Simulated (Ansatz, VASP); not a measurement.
P in VASP and in Ansatz

```
CELL_PARAMETERS angstrom
1.71934 0.96334 3.11822
-1.70840 0.95740 3.11408
0.00033 -2.01463 3.14604
ATOMIC_POSITIONS crystal
P 0.22736 0.23531 0.21798
P 0.77264 0.76469 0.78202
```

Change from the starting cell: all atoms moved at random, cell strained at random.

Alike in both runs: task single point; functional PBE; k mesh 14 × 14 × 14; occupations gaussian, width 0.1 eV; no spin polarisation.

|  | VASP | Ansatz |
| --- | --- | --- |
| version | VASP 6.6.1 | Ansatz 0.2.0 |
| potentials or method | VASP PAW PBE potentials, release 64 (P), cutoff 520 eV | scalar-relativistic, plane waves, PAW |
| valence electrons in the cell | 10 | 10 |

```tsv
	VASP	Ansatz	Ansatz less VASP
gap on the k mesh at the Fermi level (eV)	none	none	-
pressure (GPa)	3.1	3.4	+0.31
traceless stress, the component that is largest in VASP (GPa)	1.37	1.43	+0.060
rms of the force components (eV/Å)	0.259	0.286	+0.0273
```

Atom by atom the forces differ by 0.031 eV/Å (rms over components). A gap of «none» marks a metal or a gap that the smearing closes. The functional is the same, so the differences come from potentials, cutoffs and numerics.
